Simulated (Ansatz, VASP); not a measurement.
HCl in VASP and in Ansatz

```
CELL_PARAMETERS angstrom
6.73866 0.00000 0.00000
0.00000 6.73866 0.00000
0.00000 0.00000 6.73866
ATOMIC_POSITIONS crystal
Cl 0.70863 0.07555 0.27027
Cl 0.76734 0.36206 0.82512
Cl 0.24392 0.16083 0.64365
Cl 0.31101 0.76207 0.93057
Cl 0.54753 0.63841 0.47328
Cl 0.11916 0.37455 0.19958
H 0.72079 0.18175 0.10564
H 0.93978 0.28816 0.77114
H 0.24350 0.26681 0.48086
H 0.39373 0.70651 0.76338
H 0.50781 0.79971 0.37475
H 0.22969 0.50144 0.10090
```

Alike in both runs: functional PBE; k mesh 1 × 1 × 1; occupations fermi-dirac, width 0.02 eV; no spin polarisation.

Ansatz relaxed the structure, and its values are those at the end. VASP's run is a single point on that final structure, the one shown.

```csv
,VASP,Ansatz
version,VASP 6.6.1,Ansatz 0.2.0
potentials or method,"VASP PAW PBE potentials, release 64 (Cl, H_h), cutoff 910 eV","scalar-relativistic, plane waves, PAW"
valence electrons in the cell,48,48
```

|  | VASP | Ansatz | Ansatz less VASP |
| --- | --- | --- | --- |
| rms of the force components (eV/Å) | 0.147 | 0.097 | -0.0500 |

The functional is the same, so the differences come from potentials, cutoffs and numerics.
